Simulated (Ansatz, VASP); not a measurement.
**TiCo: VASP beside Ansatz**

The input INCAR:

```
SYSTEM = TiCo
ALGO = Normal
EDIFF = 1E-6
ENCUT = 690
GGA = CA
GGA_COMPAT = .FALSE.
ISIF = 2
ISMEAR = 0
ISPIN = 2
LASPH = .TRUE.
LCHARG = .FALSE.
LMAXMIX = 4
LORBIT = 11
LREAL = .FALSE.
LWAVE = .FALSE.
MAGMOM = 0 0.23
NBANDS = 26
NELM = 200
PREC = Accurate
SIGMA = 0.05
```

The input KPOINTS:

```
k-points
0
G
  16 16 16
  0 0 0
```

The input POSCAR:

```
TiCo
1.0
    2.8628423767      0.0000000000      0.0000000000
    0.0000000000      2.8628423767      0.0000000000
    0.0000000000      0.0000000000      2.8628423767
Ti Co
1 1
Direct
    0.0000000000      0.0000000000      0.0000000000
    0.5000000000      0.5000000000      0.5000000000
```

Input for Ansatz:

```yaml
crystal:
  lattice:
    - [2.8628423767, 0.0, 0.0]
    - [0.0, 2.8628423767, 0.0]
    - [0.0, 0.0, 2.8628423767]
  atoms:
    - { symbol: Ti, position: [0.0, 0.0, 0.0] }
    - { symbol: Co, position: [0.5, 0.5, 0.5], spin: 0.23 }
basis:
  ecutwfc: 420
  ecutrho_ratio: 4
kpoints:
  mp_grid: { grid: [16, 16, 16] }
hamiltonian:
  xc: lda
scf:
  occupations: { method: gaussian, width: 0.05 }
output:
  forces: true
  stress: true
  eigenvalues: true
  populations: true
magnetization:
  spin_polarized: true
```

Alike in both runs: task single point; functional LDA; k mesh 16 × 16 × 16; occupations gaussian, width 0.05 eV; collinear spin.

|  | VASP | Ansatz |
| --- | --- | --- |
| version | VASP 6.6.1 | Ansatz 0.2.0 |
| potentials or method | VASP PAW LDA potentials, release 64 (Ti_sv, Co_sv), cutoff 690 eV | scalar-relativistic, plane waves, PAW |
| valence electrons in the cell | 29 | 29 |

VASP gave:

```
gap on the k mesh at the Fermi level (eV)                     : none
pressure (GPa)                                                : 8.8
net moment per atom (μB)                                      : 0.03
size of the moment on the site where the two differ most (μB) : 0.05
```

Problem. Which values does Ansatz return?

Solution. gap on the k mesh at the Fermi level (eV): none; pressure (GPa): 9.3; net moment per atom (μB): 0.07; size of the moment on the site where the two differ most (μB): 0.14.

LDA's correlation is that of Perdew and Zunger in VASP and of Perdew and Wang (1992) in Ansatz. Site moments also hang on the region over which each program counts them. A gap of «none» marks a metal or a gap that the smearing closes.
